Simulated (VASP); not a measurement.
# Te2Mo (R3m) in VASP: a series of runs

The runs below take Te2Mo through single point, with PBE, LDA, r2SCAN.

Everything below comes from runs of VASP 6.6.1. Logs are shortened: lines on timing, memory, paths and dates and some standing lists are left out, and cuts for length are marked.

## 1. The cell of the first run

The structure is trigonal, space group R3m (No. 160). Conventional cell: a = 3.547 Å, b = 3.547 Å, c = 21.312 Å, α = 90.00°, β = 90.00°, γ = 120.00°. Mo (site symmetry 3m) has 6 Te at 2.72 Å and 6 Mo at 3.55 Å within 3.6 Å. Within 3.6 Å of Te (site symmetry 3m) lie 3 Mo at 2.72 Å and 7 Te at 3.55 to 3.58 Å. Within 3.6 Å of Te (site symmetry 3m) lie 3 Mo at 2.72 Å and 7 Te at 3.55 to 3.58 Å.

## 2. Single point, PBE

INCAR reads:

```
ALGO = Normal
EDIFF = 1E-6
ENCUT = 520
GGA = PE
ISIF = 2
ISMEAR = 0
LASPH = True
LCHARG = True
LELF = True
LREAL = False
LVHAR = True
LWAVE = False
NBANDS = 20
NELM = 60
PREC = Accurate
SIGMA = 0.01
```

KPOINTS reads:

```
k-points
0
Gamma
  4 4 4
```

POSCAR reads:

```
Te2Mo
1.0
    1.7734078856      1.0238775201      7.1041366750
   -1.7734078856      1.0238775201      7.1041366750
    0.0000000000     -2.0477550403      7.1041366750
Mo Te
1 2
Direct
   -0.0000368534     -0.0000368534     -0.0000368534
    0.4174226665      0.4174226665      0.4174226665
    0.2492808535      0.2492808535      0.2492808535
```

Potentials or basis: VASP PAW PBE potentials, release 64 (Mo_sv, Te).

Started as:

```
$ cat potpaw_PBE.64/Mo_sv/POTCAR potpaw_PBE.64/Te/POTCAR > POTCAR
$ mpirun -np 1 vasp_std > vasp.out
```

OUTCAR:

```text
EDIFF = 1E-6
   ENCUT = 520
   GGA = PE
   ISIF = 2
   ISMEAR = 0
   LASPH = True
   LREAL = False
   NELM = 60
   PREC = Accurate

 ion  position               nearest neighbor table
   1  1.000  1.000  1.000-   3 2.72   3 2.72   3 2.72   2 2.72   2 2.72   2 2.72
   2  0.417  0.417  0.417-   1 2.72   1 2.72   1 2.72   3 3.58
   3  0.249  0.249  0.249-   1 2.72   1 2.72   1 2.72   2 3.58

  LATTYP: Found a trigonal (rhomboedric) cell.
 ALAT       =     7.3933793763
 COS(alpha) =     0.8849302200

  Lattice vectors:

 A1 = (   1.7734078856,   1.0238775201,   7.1041366750)
 A2 = (  -1.7734078856,   1.0238775201,   7.1041366750)
 A3 = (   0.0000000000,  -2.0477550403,   7.1041366750)

Analysis of symmetry for initial positions (statically):
=====================================================================
 Subroutine PRICEL returns:
 Original cell was already a primitive cell.

 Routine SETGRP: Setting up the symmetry group for a
 trigonal (rhombohedral) supercell.

 Subroutine GETGRP returns: Found  6 space group operations
 (whereof  6 operations were pure point group operations)
 out of a pool of 12 trial point group operations.

The static configuration has the point symmetry C_3v.

Analysis of symmetry for dynamics (positions and initial velocities):
=====================================================================
 Subroutine PRICEL returns:
 Original cell was already a primitive cell.

 Routine SETGRP: Setting up the symmetry group for a
 trigonal (rhombohedral) supercell.

 Subroutine GETGRP returns: Found  6 space group operations
 (whereof  6 operations were pure point group operations)
 out of a pool of 12 trial point group operations.

The dynamic configuration has the point symmetry C_3v.

 Subroutine INISYM returns: Found  6 space group operations
 (whereof  6 operations are pure point group operations),
 and found     1 'primitive' translations

----------------------------------------------------------------------------------------

                                     Primitive cell

  volume of cell :      77.3961

  direct lattice vectors                    reciprocal lattice vectors
     1.773407886  1.023877520  7.104136675     0.281943034  0.162779887  0.046921019
    -1.773407886  1.023877520  7.104136675    -0.281943034  0.162779887  0.046921019
     0.000000000 -2.047755040  7.104136675     0.000000000 -0.325559773  0.046921019

  length of vectors
     7.393379376  7.393379376  7.393379376     0.328923620  0.328923620  0.328923620

  position of ions in fractional coordinates (direct lattice)
     0.999963147  0.999963147  0.999963147
     0.417422667  0.417422667  0.417422667
     0.249280853  0.249280853  0.249280853

  ion indices of the primitive-cell ions
   primitive index   ion index
                 1           1
                 2           2
                 3           3

----------------------------------------------------------------------------------------

 KPOINTS: k-points

Automatic generation of k-mesh.
 Grid dimensions read from file:
 generate k-points for:    4    4    4

 Generating k-lattice:

  Cartesian coordinates                     Fractional coordinates (reciprocal lattice)
     0.070485759  0.040694972  0.011730255     0.250000000 -0.000000000  0.000000000
    -0.070485759  0.040694972  0.011730255    -0.000000000  0.250000000  0.000000000
     0.000000000 -0.081389943  0.011730255     0.000000000  0.000000000  0.250000000

  Length of vectors
     0.082230905  0.082230905  0.082230905

  Shift w.r.t. Gamma in fractional coordinates (k-lattice)
     0.000000000  0.000000000  0.000000000

 Subroutine IBZKPT returns following result:
 ===========================================

 Found     13 irreducible k-points:

 Following reciprocal coordinates:
            Coordinates               Weight
  0.000000  0.000000  0.000000      1.000000
  0.250000  0.000000  0.000000      6.000000
  0.500000  0.000000  0.000000      3.000000
  0.250000  0.250000  0.000000      6.000000
  0.500000  0.250000  0.000000     12.000000
 -0.250000  0.250000  0.000000      6.000000
  0.500000  0.500000  0.000000      3.000000
  0.250000  0.250000  0.250000      2.000000
  0.500000  0.250000  0.250000      6.000000
 -0.250000  0.250000  0.250000      6.000000
  0.500000  0.500000  0.250000      6.000000
 -0.250000  0.500000  0.250000      6.000000
  0.500000  0.500000  0.500000      1.000000
   k-points           NKPTS =     13   k-points in BZ     NKDIM =     13   number of bands    NBANDS=     20
   number of dos      NEDOS =    301   number of ions     NIONS =      3
   total plane-waves  NPLWV = 175616
   dimension x,y,z NGX =    56 NGY =   56 NGZ =   56
   dimension x,y,z NGXF=   112 NGYF=  112 NGZF=  112
   ions per type =               1   2
   NGX,Y,Z   is equivalent  to a cutoff of  12.59, 12.59, 12.59 a.u.
   NGXF,Y,Z  is equivalent  to a cutoff of  25.18, 25.18, 25.18 a.u.
 SYSTEM =  unknown system
   PREC   = accura    normal or accurate (medium, high low for compatibility)
   ISTART =      0    job   : 0-new  1-cont  2-samecut
   ICHARG =      2    charge: 1-file 2-atom 10-const
   ISPIN  =      1    spin polarized calculation?
   LNONCOLLINEAR =      F non collinear calculations
   LSORBIT =      F    spin-orbit coupling
   LASPH  =      T    aspherical Exc in radial PAW
   ENCUT  =  520.0 eV  38.22 Ry    6.18 a.u.  13.75 13.75 13.75*2*pi/ulx,y,z
   NELM   =     60;   NELMIN=  2; NELMDL= -5     # of ELM steps
   EDIFF  = 0.1E-05   stopping-criterion for ELM
   LREAL  =      F    real-space projection
[... 7 lines left out ...]
   TEBEG  =    0.0;   TEEND  =   0.0 temperature during run
   PSTRESS=    0.0 pullay stress
   NELECT =      26.0000    total number of electrons
   NUPDOWN=      -1.0000    fix difference up-down
   EMIN   =  10.00;   EMAX   =-10.00  energy-range for DOS
   EFERMI =   0.00;   METHOD = LEGACY
   ISMEAR =     0;   SIGMA  =   0.01  broadening in eV -4-tet -1-fermi 0-gaus
   EFERMI_NEDOS =   21; number of points for ismear=-14 and -15
   IALGO  =     38    algorithm
   IMIX   =      4    mixing-type and parameters
     AMIX     =   0.40;   BMIX     =  1.00
     AMIX_MAG =   1.60;   BMIX_MAG =  1.00
  volume/ion in A,a.u.               =      25.80       174.10
  Fermi-wavevector in a.u.,A,eV,Ry     =   1.138045  2.150594 17.621546  1.295147
  Thomas-Fermi vector in A             =   2.274750
   LORBIT       =      0    0 simple, 1 ext, 2 COOP (PROOUT), +10 PAW based schemes
   GGA     = PE    functional components
   LHFCALC =     F    Hartree Fock is set to
   AEXX    =    0.0000 exact exchange contribution
   IVDW    =     0    specifies the selected vdW correction
   LEPSILON=     F    determine dielectric tensor
   LRPA    =     F    only Hartree local field effects (RPA)
 non-spin polarized calculation
 Gauss-broadening in eV      SIGMA  =   0.01
  energy-cutoff  :      520.00
  volume of cell :       77.40
 maximum number of plane-waves:      2120
 NGX is ok and might be reduce to    56
   NGX = 27   NGY = 27   NGZ = 27

 number of electron      26.0000000 magnetization

 Free energy of the ion-electron system (eV)
  ---------------------------------------------------
  ext. energy  EPLUGINS =         0.00000000
  ---------------------------------------------------
  free energy    TOTEN  =       -18.06069130 eV

  energy without entropy =      -18.06069130  energy(sigma->0) =      -18.06069130

 E-fermi :   7.8642     XC(G=0): -10.2448

 val. band max:        7.7344290639   @ k =   0.5000   0.5000   0.5000
 cond. band min:       8.7130145020   @ k =  -0.2500   0.2500   0.0000
 fundamental gap:      0.9785854381
 Fermi energy:         7.8641674373

 k-point     1 :       0.0000    0.0000    0.0000
  band No.  band energies     occupation
      1     -53.0995      2.00000
      2     -27.2483      2.00000
      3     -27.1519      2.00000
      4     -27.1519      2.00000
      5      -5.1773      2.00000
      6      -3.8840      2.00000
[... 12 lines left out ...]
     19      14.6999      0.00000
     20      15.3240      0.00000

 k-point     2 :       0.2500    0.0000    0.0000
  band No.  band energies     occupation
      1     -53.0951      2.00000
      2     -27.2349      2.00000
      3     -27.2120      2.00000
      4     -27.1659      2.00000
      5      -4.3647      2.00000
      6      -3.3923      2.00000
[... 12 lines left out ...]
     19      14.4274      0.00000
     20      15.0269      0.00000

 k-point     3 :       0.5000    0.0000    0.0000
  band No.  band energies     occupation
      1     -53.0907      2.00000
      2     -27.2713      2.00000
      3     -27.2215      2.00000
      4     -27.1799      2.00000
      5      -3.1514      2.00000
      6      -2.7239      2.00000
[... 12 lines left out ...]
     19      13.1886      0.00000
     20      13.9156      0.00000

 k-point     4 :       0.2500    0.2500    0.0000
  band No.  band energies     occupation
      1     -53.0951      2.00000
      2     -27.2349      2.00000
      3     -27.2120      2.00000
      4     -27.1659      2.00000
      5      -4.3313      2.00000
      6      -3.4456      2.00000
[... 12 lines left out ...]
     19      14.5514      0.00000
     20      15.1960      0.00000

 k-point     5 :       0.5000    0.2500    0.0000
  band No.  band energies     occupation
      1     -53.0907      2.00000
      2     -27.2494      2.00000
      3     -27.2215      2.00000
      4     -27.2020      2.00000
      5      -3.1741      2.00000
      6      -2.7838      2.00000
[... 12 lines left out ...]
     19      14.2999      0.00000
     20      14.8974      0.00000

 k-point     6 :      -0.2500    0.2500    0.0000
  band No.  band energies     occupation
      1     -53.0907      2.00000
      2     -27.2494      2.00000
      3     -27.2215      2.00000
      4     -27.2020      2.00000
      5      -3.2275      2.00000
      6      -2.7171      2.00000
[... 12 lines left out ...]
     19      14.1225      0.00000
     20      15.6535      0.00000

 k-point     7 :       0.5000    0.5000    0.0000
  band No.  band energies     occupation
      1     -53.0907      2.00000
      2     -27.2713      2.00000
      3     -27.2215      2.00000
      4     -27.1799      2.00000
      5      -3.0528      2.00000
      6      -2.8441      2.00000
[... 12 lines left out ...]
     19      13.3986      0.00000
     20      14.1766      0.00000

 k-point     8 :       0.2500    0.2500    0.2500
  band No.  band energies     occupation
      1     -53.0995      2.00000
      2     -27.2483      2.00000
      3     -27.1519      2.00000
      4     -27.1519      2.00000
      5      -5.0770      2.00000
      6      -4.0607      2.00000
[... 12 lines left out ...]
     19      15.2802      0.00000
     20      15.5242      0.00000

 k-point     9 :       0.5000    0.2500    0.2500
  band No.  band energies     occupation
      1     -53.0951      2.00000
      2     -27.2349      2.00000
      3     -27.2120      2.00000
      4     -27.1659      2.00000
      5      -4.2283      2.00000
      6      -3.5940      2.00000
[... 12 lines left out ...]
     19      14.6180      0.00000
     20      15.1418      0.00000

 k-point    10 :      -0.2500    0.2500    0.2500
  band No.  band energies     occupation
      1     -53.0907      2.00000
      2     -27.2713      2.00000
      3     -27.2215      2.00000
      4     -27.1799      2.00000
      5      -3.1110      2.00000
      6      -2.7752      2.00000
[... 12 lines left out ...]
     19      13.4245      0.00000
     20      14.5226      0.00000

 k-point    11 :       0.5000    0.5000    0.2500
  band No.  band energies     occupation
      1     -53.0951      2.00000
      2     -27.2349      2.00000
      3     -27.2120      2.00000
      4     -27.1659      2.00000
      5      -4.1706      2.00000
      6      -3.6706      2.00000
[... 12 lines left out ...]
     19      14.7218      0.00000
     20      15.3379      0.00000

 k-point    12 :      -0.2500    0.5000    0.2500
  band No.  band energies     occupation
      1     -53.0907      2.00000
      2     -27.2494      2.00000
      3     -27.2215      2.00000
      4     -27.2020      2.00000
      5      -3.0922      2.00000
      6      -2.8789      2.00000
[... 12 lines left out ...]
     19      13.4721      0.00000
     20      15.5731      0.00000

 k-point    13 :       0.5000    0.5000    0.5000
  band No.  band energies     occupation
      1     -53.0995      2.00000
      2     -27.2483      2.00000
      3     -27.1519      2.00000
      4     -27.1519      2.00000
      5      -4.9329      2.00000
      6      -4.2767      2.00000
[... 12 lines left out ...]
     19      15.7785      0.00000
     20      16.5070      0.00000

------------------------ aborting loop because EDIFF is reached ----------------------------------------

  FORCE on cell =-STRESS in cart. coord.  units (eV):
  Direction    XX          YY          ZZ          XY          YZ          ZX
  --------------------------------------------------------------------------------------
  -------------------------------------------------------------------------------------
  Total        0.5981012      0.5981012      1.3440933      0.0000000     -0.0000000     -0.0000000
  in kB       12.3812942     12.3812942     27.8240780      0.0000000     -0.0000000     -0.0000000
  external PRESSURE =      17.5288888 kB  Pullay stress =       0.0000000 kB

 VOLUME and BASIS-vectors are now :
 -----------------------------------------------------------------------------
  energy-cutoff  :      520.00
  volume of cell :       77.40
      direct lattice vectors                 reciprocal lattice vectors
     1.773407886  1.023877520  7.104136675     0.281943034  0.162779887  0.046921019
    -1.773407886  1.023877520  7.104136675    -0.281943034  0.162779887  0.046921019
     0.000000000 -2.047755040  7.104136675     0.000000000 -0.325559773  0.046921019

 POSITION                                       TOTAL-FORCE (eV/Angst)
 -----------------------------------------------------------------------------------
      0.00000     -0.00000     21.31162         0.000000      0.000000     -0.006336
      0.00000     -0.00000      8.89628         0.000000     -0.000000      0.222834
      0.00000     -0.00000      5.31278         0.000000      0.000000     -0.216498
 -----------------------------------------------------------------------------------
    total drift:                               -0.000000     -0.000000      0.000245

  FREE ENERGIE OF THE ION-ELECTRON SYSTEM (eV)
  ---------------------------------------------------
  free  energy   TOTEN  =       -18.0606912952 eV

  energy  without entropy=      -18.0606912952  energy(sigma->0) =      -18.06069130
```

Wall time 40 s (1 thread of Intel Xeon 6975P-C (Granite Rapids), shared host); peak memory 0.38 GiB.

What came out:

* Free energy: -18.0607 eV
* Pressure: 1.8 GPa
* Largest force: 0.223 eV/Å
* Band gap on the k mesh: 0.98 eV, indirect (least direct gap 1.44 eV)

Forces in eV/Å, atoms in the order of the input:
```
Mo   0.000  0.000 -0.006
Te   0.000  0.000  0.223
Te   0.000  0.000 -0.216
```

Caveat: the k points lie up to 0.52 Å⁻¹ apart; spin-orbit coupling is left out, which moves the levels of the heavy elements.

## 3. Single point, PBE

INCAR reads:

```
SYSTEM = Te2Mo
  ALGO = Normal
  EDIFF = 1E-6
  ENCUT = 520
  GGA = PE
  ISIF = 2
  ISMEAR = 0
  LASPH = .TRUE.
  LCHARG = .FALSE.
  LREAL = .FALSE.
  LWAVE = .FALSE.
  NBANDS = 20
  NELM = 80
  PREC = Accurate
  SIGMA = 0.01
```

KPOINTS reads:

```
k-points
0
G
  4 4 4
  0 0 0
```

POSCAR is that of step 2.

Potentials or basis: VASP PAW PBE potentials, release 64 (Mo_sv, Te).

Started as:

```
$ cat potpaw_PBE.64/Mo_sv/POTCAR potpaw_PBE.64/Te/POTCAR > POTCAR
$ mpirun -np 1 vasp_std > vasp.out
```

Run time: 37 s. Hardware: 1 thread of Intel Xeon 6975P-C (Granite Rapids), shared host; peak memory 0.38 GiB.

The run converged. Its results:

```yaml
Free_energy: -18.0607 eV
Pressure: 1.8 GPa
Largest_force: 0.223 eV/Å
Band_gap_on_the_k_mesh: 0.98 eV, indirect (least direct gap 1.44 eV)
```

Forces on the atoms (eV/Å):
```
Mo   0.000  0.000 -0.006
Te   0.000  0.000  0.223
Te   0.000  0.000 -0.216
```

Stress tensor (GPa, compression positive):
```
1.24 0.00 0.00
0.00 1.24 0.00
0.00 0.00 2.78
```

Levels at points of the mesh, in eV from the valence-band top:
```
           k point  band 10  band 11  band 12  band 13  band 14  band 15  band 16  band 17
(0.00, 0.00, 0.00)    -1.09    -1.09    -0.96    -0.43     2.82     2.82     3.28     3.28
(0.50, 0.00, 0.00)    -2.54    -1.53    -1.02    -0.42     1.25     1.48     3.11     3.27
(0.50, 0.50, 0.00)    -2.46    -2.10    -0.84    -0.63     1.20     1.63     2.80     3.78
(0.50, 0.50, 0.50)    -1.88    -1.07    -1.07     0.00     2.97     2.97     3.11     3.11
```

Caveat: the k points lie up to 0.52 Å⁻¹ apart; spin-orbit coupling is left out, which moves the levels of the heavy elements.

## 4. Single point, LDA

INCAR reads:

```
PREC     = Accurate       # precision mode
ENCUT    = 520            # plane-wave cutoff, eV
EDIFF    = 1E-6           # SCF threshold, eV
ISMEAR   = 0              # smearing method
SIGMA    = 0.01           # smearing width, eV
LREAL    = False          # projectors in reciprocal space
LASPH    = True           # aspherical terms in the spheres
NELM     = 60             # most SCF steps
ALGO     = Normal         # electronic algorithm
ISIF     = 2              # what is computed and relaxed
LWAVE    = False          # write WAVECAR
LCHARG   = False          # write CHGCAR
NBANDS   = 20             # bands
```

KPOINTS reads:

```
Automatic mesh
0
Gamma
  4 4 4
```

POSCAR is that of step 3.

Potentials or basis: VASP PAW LDA potentials, release 64 (Mo_sv, Te).

Started as:

```
$ cat potpaw_LDA.64/Mo_sv/POTCAR potpaw_LDA.64/Te/POTCAR > POTCAR
$ mpirun -np 1 vasp_std > vasp.out
```

Run time: 35 s. Hardware: 1 thread of Intel Xeon 6975P-C (Granite Rapids), shared host; peak memory 0.32 GiB.

It converged, with:

| Item | Value |
| --- | --- |
| Free energy | -20.6262 eV |
| Pressure | -3.7 GPa |
| Largest force | 0.226 eV/Å |
| Band gap on the k mesh | 0.95 eV, indirect (least direct gap 1.43 eV) |

Forces on the atoms (eV/Å):
```
Mo   0.000  0.000 -0.008
Te   0.000  0.000 -0.217
Te   0.000  0.000  0.226
```

Stress tensor (GPa, compression positive):
```
-4.09  0.00  0.00
 0.00 -4.09  0.00
 0.00  0.00 -2.95
```

Levels at points of the mesh, in eV from the valence-band top:
```
           k point  band 9  band 10  band 11  band 12  band 13  band 14  band 15  band 16  band 17  band 18
(0.00, 0.00, 0.00)   -1.88    -1.10    -1.10    -0.98    -0.42     2.80     2.80     3.25     3.25     5.40
(0.50, 0.00, 0.00)   -3.68    -2.54    -1.52    -1.02    -0.41     1.23     1.45     3.05     3.25     4.02
(0.50, 0.50, 0.00)   -3.34    -2.46    -2.10    -0.83    -0.64     1.18     1.60     2.75     3.77     4.34
(0.50, 0.50, 0.50)   -1.90    -1.90    -1.08    -1.08     0.00     2.95     2.95     3.09     3.09     5.94
```

Caveat: the k points lie up to 0.52 Å⁻¹ apart; spin-orbit coupling is left out, which moves the levels of the heavy elements. A k mesh can miss the band edges.

[end of part 1 of 2]
